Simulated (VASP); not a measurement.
# Lu: single point with RPBE

Crystal: Lu.

```
CELL_PARAMETERS angstrom
-1.98196 1.98196 1.98196
1.98196 -1.98196 1.98196
1.98196 1.98196 -1.98196
ATOMIC_POSITIONS crystal
Lu 0.00000 0.00000 0.00000
```

| Item | Value |
| --- | --- |
| Program | VASP 6.6.1 |
| Task | single point |
| Functional | RPBE |
| Potentials or basis | VASP PAW PBE potentials, release 64 (Lu) |
| Cutoff | 520 eV |
| k mesh | 11 × 11 × 11 |
| Occupations | fermi-dirac, width 0.1 eV |
| Spin | no spin polarisation |
| Dipole correction | no |
| Further INCAR settings | ALGO = Normal; EDIFF = 1e-06; NBANDS = 18 |

| Property | Result |
| --- | --- |
| Pressure | 0.1 GPa |

Levels at points of the mesh, in eV from the Fermi level:
```
           k point  band 8  band 9  band 10  band 11  band 12  band 13  band 14  band 15  band 16  band 17
(0.00, 0.00, 0.00)   -5.27   -5.19    -5.19    -5.19    -5.17     2.12     2.12     2.12     4.19     4.19
```

Run time: 28 s on 1 thread of Intel(R) Xeon(R) Platinum 8259CL CPU @ 2.50GHz (Skylake/Cascade Lake), on a shared host, peak memory 0.19 GiB.

Caveat: the PAW data sets were made with another functional, which shifts forces and pressure a little; spin-orbit coupling is left out, which moves the levels of the heavy elements.
